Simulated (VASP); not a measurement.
H10CO6, 17 atoms in the cell. The cell holds an amorphous packing of atoms, 17 atoms: a = 5.270 Å, b = 5.270 Å, c = 5.270 Å, α = 90.00°, β = 90.00°, γ = 90.00°. 

| Item | Value |
| --- | --- |
| Program | VASP 6.6.1 |
| Task | single point |
| Functional | r2SCAN |
| Potentials or basis | VASP PAW PBE potentials, release 64 (O, H, C) |
| Cutoff | 520 eV |
| k mesh | 1 × 1 × 1 |
| Occupations | fermi-dirac, width 0.05 eV |
| Spin | no spin polarisation |
| Dipole correction | no |
| Further INCAR settings | LREAL = Auto; ALGO = Normal; EDIFF = 1e-06; NBANDS = 39 |

Potentials or basis: VASP PAW PBE potentials, release 64 (O, H, C).

Command:

```bash
$ cat potpaw_PBE.64/O/POTCAR potpaw_PBE.64/H/POTCAR potpaw_PBE.64/C/POTCAR > POTCAR
$ cp INCAR.step1 INCAR
$ mpirun -np 1 vasp_gam > vasp.out
$ cp INCAR.step2 INCAR
$ mpirun -np 1 vasp_gam > vasp.out
```

Hardware: 1 thread of Intel(R) Xeon(R) 6975P-C (Granite Rapids), with other jobs on the host.

How long does it take, and how much memory?

Wall time 36 s on 1 thread of Intel(R) Xeon(R) 6975P-C (Granite Rapids), on a shared host, peak memory 0.24 GiB. Counts: k points 1.
